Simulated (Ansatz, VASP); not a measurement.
One calculation of HfH3, two programs

INCAR

```
ALGO     = Normal         # electronic algorithm
EDIFF    = 1E-7           # SCF threshold, eV
ENCUT    = 520            # plane-wave cutoff, eV
GGA      = PS             # functional
ISIF     = 2              # what is computed and relaxed
ISMEAR   = -1             # smearing method
IVDW     = 12             # dispersion correction
LASPH    = True           # aspherical terms in the spheres
LCHARG   = False          # write CHGCAR
LREAL    = False          # projectors in reciprocal space
LWAVE    = False          # write WAVECAR
NBANDS   = 14             # bands
NELM     = 60             # most SCF steps
PREC     = Accurate       # precision mode
SIGMA    = 0.05           # smearing width, eV
```

File KPOINTS:

```
k-points
0
Gamma
  5 5 5
```

Contents of POSCAR:

```
HfH3
1.0
    3.0845540000      0.0000000000      0.0000000000
    0.0000000000      3.0845540000      0.0000000000
    0.0000000000      0.0000000000      3.0845540000
Hf H
1 3
Direct
    0.0000000000      0.0000000000      0.0200000000
    0.0000000000      0.5000000000      0.5000000000
    0.5000000000      0.0000000000      0.5000000000
    0.5000000000      0.5000000000      0.0000000000
```

Input for Ansatz:

```yaml
crystal:
  lattice:
    - [3.084554, 0.0, 0.0]
    - [0.0, 3.084554, 0.0]
    - [0.0, 0.0, 3.084554]
  atoms:
    - { symbol: Hf, position: [0.0, 0.0, 0.02] }
    - { symbol: H, position: [0.0, 0.5, 0.5] }
    - { symbol: H, position: [0.5, 0.0, 0.5] }
    - { symbol: H, position: [0.5, 0.5, 0.0] }
basis:
  ecutwfc: 510.0
kpoints:
  mp_grid:
    grid: [5, 5, 5]
hamiltonian:
  xc: pbesol
  dispersion: d3bj
scf:
  occupations:
    method: fermi_dirac
    width: 0.05
output:
  forces: true
```

Alike in both runs: task single point; functional PBEsol; dispersion D3(BJ); k mesh 5 × 5 × 5; occupations fermi-dirac, width 0.05 eV; no spin polarisation.

```csv
,VASP,Ansatz
version,VASP 6.6.1,Ansatz 0.2.0
potentials or method,"VASP PAW PBE potentials, release 64 (Hf_pv, H), cutoff 520 eV","plane waves, PAW"
valence electrons in the cell,13,29
```

```tsv
	VASP	Ansatz	Ansatz less VASP
rms of the force components (eV/Å)	0.116	0.115	-0.0015
```

VASP's potentials were made for PBE, not for PBEsol. Atom by atom the forces differ by 0.002 eV/Å (rms over components). VASP's potentials hold 13 valence electrons a cell and Ansatz's 29, so a difference there can come from the potentials and not from the codes.

The k mesh is coarse, so the values compare programs but aren't converged. Spin-orbit coupling is off throughout.
